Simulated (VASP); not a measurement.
Mg2O5 (cubic X2O5 type), 14 atoms in the cell. It takes space group Pn-3m (No. 224, cubic). The conventional cell has a = 5.179 Å, b = 5.179 Å, c = 5.179 Å, α = 90.00°, β = 90.00°, γ = 90.00°. Within 3.0 Å of Mg (site symmetry -3m) lie 12 O at 2.24 to 2.59 Å. Within 3.0 Å of O (site symmetry -3m) lie 6 O at 2.24 Å and 6 Mg at 2.59 Å. Within 3.0 Å of O (site symmetry -42m) lie 4 Mg at 2.24 Å and 8 O at 2.24 to 2.59 Å. 

- Program: VASP 6.6.1
- Task: single point
- Functional: PBE
- Potentials or basis: VASP PAW PBE potentials, release 64 (Mg, O)
- Cutoff: 520 eV
- k mesh: 7 × 7 × 7
- Occupations: fermi-dirac, width 0.0612256 eV
- Spin: no spin polarisation
- Dipole correction: no
- Further INCAR settings: ALGO = Normal; EDIFF = 1e-07; NBANDS = 47

Potentials or basis: VASP PAW PBE potentials, release 64 (Mg, O).

The run is started by

```console
$ cat potpaw_PBE.64/Mg/POTCAR potpaw_PBE.64/O/POTCAR > POTCAR
$ mpirun -np 1 vasp_std > vasp.out
```

Hardware: 1 thread of Intel(R) Xeon(R) Platinum 8259CL CPU @ 2.50GHz (Skylake/Cascade Lake), with other jobs on the host.

How long does it take, and how much memory?

Wall time 2.2 min on 1 thread of Intel(R) Xeon(R) Platinum 8259CL CPU @ 2.50GHz (Skylake/Cascade Lake), on a shared host, peak memory 0.28 GiB. Counts: scf iterations 17, k points 20.
